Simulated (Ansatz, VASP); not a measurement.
Two plane-wave programs on C

```
CELL_PARAMETERS angstrom
0.00000 1.78337 1.78337
1.78337 0.00000 1.78337
1.78337 1.78337 0.00000
ATOMIC_POSITIONS crystal
C 0.00000 0.00000 0.00000
C 0.25000 0.25000 0.25000
```

Alike in both runs: task single point; functional PBEsol; k mesh 8 × 8 × 8; no spin polarisation.

|  | VASP | Ansatz |
| --- | --- | --- |
| version | VASP 6.6.1 | Ansatz 0.2.0 |
| potentials or method | VASP PAW PBE potentials, release 64 (C_h) | plane waves, PAW |
| plane-wave cutoff (eV) | 1300 | 420 |
| occupations | gaussian, width 0.01 eV | fixed |
| valence electrons in the cell | 8 | 8 |

|  | VASP | Ansatz | Ansatz less VASP |
| --- | --- | --- | --- |
| gap on the k mesh at the Fermi level (eV) | 4.01 | 4.01 | +0.001 |
| pressure (GPa) | -4.7 | -4.8 | -0.11 |

VASP's potentials were made for PBE, not for PBEsol.
